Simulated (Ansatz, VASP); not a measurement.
## Two plane-wave programs on MgS

Contents of INCAR:

```
SYSTEM = MgS
ALGO     = Normal         ! electronic algorithm
EDIFF    = 1E-7           ! SCF threshold, eV
ENCUT    = 520            ! plane-wave cutoff, eV
ISIF     = 2              ! what is computed and relaxed
ISMEAR   = 0              ! smearing method
LASPH    = .TRUE.         ! aspherical terms in the spheres
LCHARG   = .TRUE.         ! write CHGCAR
LELF     = .TRUE.         ! ELF
LREAL    = .FALSE.        ! projectors in reciprocal space
LVHAR    = .TRUE.       
LWAVE    = .FALSE.        ! write WAVECAR
NBANDS   = 11             ! bands
NELM     = 100            ! most SCF steps
PREC     = Accurate       ! precision mode
SIGMA    = 0.05           ! smearing width, eV
```

The input KPOINTS:

```
k-points
0
G
  8 8 8
  0 0 0
```

POSCAR

```
MgS
1.0
    0.0000000000      2.6016500000      2.6016500000
    2.6016500000      0.0000000000      2.6016500000
    2.6016500000      2.6016500000      0.0000000000
Mg S
1 1
Direct
    0.0000000000      0.0000000000      0.0000000000
    0.4711721408      0.4711721408      0.5288278592
```

Input for Ansatz:

```yaml
crystal:
  lattice:
    - [0.0, 2.60165, 2.60165]
    - [2.60165, 0.0, 2.60165]
    - [2.60165, 2.60165, 0.0]
  atoms:
    - { symbol: Mg, position: [0.0, 0.0, 0.0] }
    - { symbol: S, position: [0.4711721408, 0.4711721408, 0.5288278592] }
basis:
  ecutwfc: 420
kpoints:
  mp_grid: { grid: [8, 8, 8] }
hamiltonian:
  xc: lda
scf:
  occupations: { method: gaussian, width: 0.05 }
output:
  forces: true
  stress: true
  eigenvalues: true
```

Change from the starting cell: all S atoms moved +0.150 Å, as atom 2 towards its neighbour atom 1 (Mg) at 2.602 Å.

Alike in both runs: task single point; functional LDA; k mesh 8 × 8 × 8; occupations gaussian, width 0.05 eV; no spin polarisation.

|  | VASP | Ansatz |
| --- | --- | --- |
| version | VASP 6.6.1 | Ansatz 0.2.0 |
| potentials or method | VASP PAW LDA potentials, release 64 (Mg, S), cutoff 520 eV | scalar-relativistic, plane waves, PAW |
| valence electrons in the cell | 8 | 16 |

VASP gave:

* gap on the k mesh at the Fermi level (eV): 2.56
* least direct gap on the mesh (eV): 3.49
* pressure (GPa): -3.1
* traceless stress, the component that is largest in VASP (GPa): 1.81
* rms of the force components (eV/Å): 0.249

Problem. What did Ansatz give for the same quantities?

Solution. gap on the k mesh at the Fermi level (eV): 2.57; least direct gap on the mesh (eV): 3.48; pressure (GPa): -2.5; traceless stress, the component that is largest in VASP (GPa): 1.80; rms of the force components (eV/Å): 0.249.

LDA's correlation is that of Perdew and Zunger in VASP and of Perdew and Wang (1992) in Ansatz. Atom by atom the forces differ by 0.000 eV/Å (rms over components). VASP's potentials hold 8 valence electrons a cell and Ansatz's 16, so a difference there can come from the potentials and not from the codes.
